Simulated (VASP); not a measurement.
Rh, 2 atoms in the cell. It takes space group P6_3/mmc (No. 194, hexagonal). Conventional cell: a = 2.515 Å, b = 2.515 Å, c = 4.061 Å, α = 90.00°, β = 90.00°, γ = 120.00°. Rh (site symmetry -6m2) has 12 Rh at 2.50 to 2.52 Å within 3.3 Å. This isn't the form of Rh at room conditions, which is fcc.

| Property | Result |
| --- | --- |
| Program | VASP 6.6.1 |
| Task | relaxation of cell and atoms |
| Functional | PBEsol |
| Potentials or basis | VASP PAW PBE potentials, release 64 (Rh_pv) |
| Cutoff | 600 eV |
| k mesh | 18 × 18 × 10 |
| Occupations | gaussian, width 0.1 eV |
| Spin | no spin polarisation |
| Target pressure | 90 GPa |
| Dipole correction | no |
| Further INCAR settings | ALGO = Fast; EDIFF = 1e-07; IBRION = 2; EDIFFG = -0.008; NSW = 70; ISIF = 3 |

Potentials or basis: VASP PAW PBE potentials, release 64 (Rh_pv).

The run is started by

```sh
$ cat potpaw_PBE.64/Rh_pv/POTCAR > POTCAR
$ mpirun -np 1 vasp_std > vasp.out
```

Hardware: 1 thread of Intel(R) Xeon(R) Platinum 8488C (Sapphire Rapids), with other jobs on the host.

Problem. Estimate the wall time of this run.

Solution. Wall time 5.1 min on 1 thread of Intel(R) Xeon(R) Platinum 8488C (Sapphire Rapids) (shared host), peak memory 0.21 GiB. Counts: scf iterations 63, k points 222, ion steps 6.
